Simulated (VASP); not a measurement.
The system is Sb.

```xyz
2
Lattice="3.3072 0.0000 0.0000 -1.6536 2.8641 0.0000 0.0000 0.0000 6.4974" Properties=species:S:1:pos:R:3 pbc="T T T"
Sb    0.0000    0.0000    1.4348
Sb    0.0000    0.0000    5.0626
```

The cell was generated, and may not be a known phase.

- Program: VASP 6.6.1
- Task: relaxation of cell and atoms
- Functional: PBE
- Potentials or basis: VASP PAW PBE potentials, release 64 (Sb)
- Cutoff: 600 eV
- k mesh: 18 × 18 × 10
- Occupations: gaussian, width 0.1 eV
- Spin: no spin polarisation

At the start: pressure 0.2 GPa; volume 30.77 Å³/atom.

Task: Where does the relaxation end?

Result: Over 21 steps the energy falls by 26.8 meV/atom and the volume is 29.11 Å³/atom (-5.4 %); space group P6/mmm (No. 191, to 0.1 Å) before and after.

The path:
| step | energy change (eV) | largest force (eV/Å) | pressure (GPa) | volume (Å³) |
| --- | --- | --- | --- | --- |
| 1 | 0.0000 | 0.4031 | 0.24 | 61.54 |
| 2 | -0.0083 | 0.0064 | -0.67 | 61.95 |
| 3 | -0.0111 | 0.1149 | -0.37 | 61.81 |
| 4 | -0.0141 | 0.1314 | -0.11 | 61.26 |
| 5 | -0.0192 | 0.1825 | 0.77 | 59.64 |
| 6 | -0.0207 | 0.1767 | 0.73 | 59.59 |
| 7 | -0.0249 | 0.1641 | 0.61 | 59.43 |
| 8 | -0.0324 | 0.1713 | 0.39 | 59.10 |
| 9 | -0.0436 | 0.1577 | 0.22 | 58.42 |
| 10 | 0.0007 | 0.1626 | 1.53 | 57.04 |
| 11 | -0.0433 | 0.1641 | 0.27 | 58.31 |
| 12 | -0.0435 | 0.1530 | 0.31 | 58.13 |
| 13 | -0.0473 | 0.0989 | 0.24 | 58.07 |
| 14 | -0.0495 | 0.0163 | 0.27 | 57.94 |
| 15 | -0.0497 | 0.0120 | 0.24 | 57.97 |
| 16 | -0.0529 | 0.0156 | 0.09 | 58.13 |
| 17 | -0.0535 | 0.0177 | 0.00 | 58.23 |
| 18 | -0.0535 | 0.0178 | 0.00 | 58.24 |
| 19 | -0.0535 | 0.0167 | 0.00 | 58.23 |
| 20 | -0.0535 | 0.0134 | 0.00 | 58.23 |
| 21 | -0.0536 | 0.0067 | 0.01 | 58.22 |

Final structure:
```cif
data_structure
_symmetry_space_group_name_H-M 'P 1'
_symmetry_Int_Tables_number 1
_cell_length_a 3.2796
_cell_length_b 3.2796
_cell_length_c 6.2499
_cell_angle_alpha 90.000
_cell_angle_beta 90.000
_cell_angle_gamma 120.000
_cell_volume 58.22
loop_
_atom_site_label
_atom_site_type_symbol
_atom_site_fract_x
_atom_site_fract_y
_atom_site_fract_z
_atom_site_occupancy
Sb1 Sb 0.00000 0.00000 0.24960 1
Sb2 Sb 0.00000 0.00000 0.75040 1
```
